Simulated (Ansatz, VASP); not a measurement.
# One calculation of ZrBr5, two programs

```
CELL_PARAMETERS angstrom
9.00144 0.00000 0.00000
-4.50072 7.79547 0.00000
0.00000 0.00000 3.28584
ATOMIC_POSITIONS crystal
Zr 0.00000 0.00000 0.50000
Br 0.00000 0.76974 0.00000
Br 0.76974 0.00000 0.00000
Br 0.23026 0.23026 0.00000
Br 0.66667 0.33333 0.50000
Br 0.33333 0.66667 0.50000
```

Change from the starting cell: species swapped into the LiMg5 type (P-62m, No. 189).

Alike in both runs: task relaxation of cell and atoms; functional PBE; k mesh 3 × 3 × 6; occupations gaussian, width 0.1 eV; no spin polarisation.

|  | VASP | Ansatz |
| --- | --- | --- |
| version | VASP 6.6.1 | Ansatz 0.2.0 |
| potentials or method | VASP PAW PBE potentials, release 64 (Zr_sv, Br), cutoff 600 eV | scalar-relativistic, plane waves, PAW |
| valence electrons in the cell | 47 | 47 |

Ansatz gave:

```
gap on the k mesh at the Fermi level, each at its own relaxed structure (eV) : none
relaxed volume (Å³/atom)                                                     : 38.63
relaxed length of the cell vector where the two differ most in proportion (Å)              : 3.301
```

Question: What did VASP give for the same quantities?

Answer: gap on the k mesh at the Fermi level, each at its own relaxed structure (eV): none; relaxed volume (Å³/atom): 38.62; relaxed length of the cell vector where the two differ most in proportion (Å): 3.295.

A gap of «none» marks a metal or a gap that the smearing closes.
